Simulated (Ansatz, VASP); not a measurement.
# One calculation of Ge, two programs

The input INCAR:

```
SYSTEM = Ge
  PREC = Accurate
  ENCUT = 520
  EDIFF = 1E-7
  ISMEAR = 0
  SIGMA = 0.1
  LREAL = .False.
  LASPH = .True.
  NELM = 80
  ALGO = Normal
  ISIF = 2
  LWAVE = .False.
  LCHARG = .False.
  GGA = PS
  IVDW = 12
  NBANDS = 36
```

KPOINTS

```
Automatic mesh
0
Gamma
  6 6 2
  0 0 0
```

The input POSCAR:

```
Ge
1.0
    4.0504045371      0.0000000000      0.0000000000
   -2.0252022686      3.5077532247      0.0000000000
    0.0000000000      0.0000000000     10.9933590000
Ge
4
Direct
    0.0000000000      0.0000000000      0.9774520000
    0.0000000000      0.0000000000      0.4774520000
    0.3333333300      0.6666666700      0.9148480000
    0.6666666700      0.3333333300      0.4148480000
```

Input for Ansatz:

```yaml
crystal:
  lattice:
    - [4.0504045371, 0.0, 0.0]
    - [-2.0252022686, 3.5077532247, 0.0]
    - [0.0, 0.0, 10.993359]
  atoms:
    - { symbol: Ge, position: [0.0, 0.0, 0.977452] }
    - { symbol: Ge, position: [0.0, 0.0, 0.477452] }
    - { symbol: Ge, position: [0.33333333, 0.66666667, 0.914848] }
    - { symbol: Ge, position: [0.66666667, 0.33333333, 0.414848] }
basis:
  ecutwfc: 420
kpoints:
  mp_grid: { grid: [6, 6, 2] }
hamiltonian:
  xc: pbesol
  dispersion: d3bj
scf:
  occupations: { method: gaussian, width: 0.1 }
output:
  forces: true
  stress: true
  eigenvalues: true
```

Alike in both runs: task single point; functional PBEsol; dispersion D3(BJ); k mesh 6 × 6 × 2; occupations gaussian, width 0.1 eV; no spin polarisation.

|  | VASP | Ansatz |
| --- | --- | --- |
| version | VASP 6.6.1 | Ansatz 0.2.0 |
| potentials or method | VASP PAW PBE potentials, release 64 (Ge_d), cutoff 520 eV | scalar-relativistic, plane waves, PAW |
| valence electrons in the cell | 56 | 56 |

```tsv
	VASP	Ansatz	Ansatz less VASP
gap on the k mesh at the Fermi level (eV)	none	none	-
pressure (GPa)	-2.4	-2.3	+0.06
traceless stress, the component that is largest in VASP (GPa)	0.75	0.73	-0.022
rms of the force components (eV/Å)	0.085	0.082	-0.0025
```

VASP's potentials were made for PBE, not for PBEsol. Atom by atom the forces differ by 0.003 eV/Å (rms over components). A gap of «none» marks a metal or a gap that the smearing closes.
